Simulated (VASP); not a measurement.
A run of VASP 6.6.1:

Contents of INCAR:

```
ALGO = Normal
EDIFF = 1E-6
ENCUT = 560
GGA = CA
GGA_COMPAT = F
ISIF = 2
ISMEAR = -1
LASPH = T
LCHARG = T
LELF = T
LREAL = F
LVHAR = T
LWAVE = F
NBANDS = 14
NELM = 120
PREC = Accurate
SIGMA = 0.1
```

File KPOINTS:

```
k-points
0
Gamma
  23 23 23
```

POSCAR

```
Ir
1.0
    0.0000000000      1.9060927672      1.9060927672
    1.9060927672      0.0000000000      1.9060927672
    1.9060927672      1.9060927672      0.0000000000
Ir
1
Direct
    0.0000000000      0.0000000000      0.0000000000
```

Potentials or basis: VASP PAW LDA potentials, release 64 (Ir_sv_GW).

Command:

```bash
$ cat potpaw_LDA.64/Ir_sv_GW/POTCAR > POTCAR
$ mpirun -np 1 vasp_std > vasp.out
```

Hardware: 1 thread of Intel(R) Xeon(R) Platinum 8488C (Sapphire Rapids), on a shared host.

Problem. Estimate the wall time of this run.

Solution. Run time: 49 s on 1 thread of Intel(R) Xeon(R) Platinum 8488C (Sapphire Rapids), on a shared host, peak memory 0.2 GiB. Counts: scf iterations 12, k points 364.
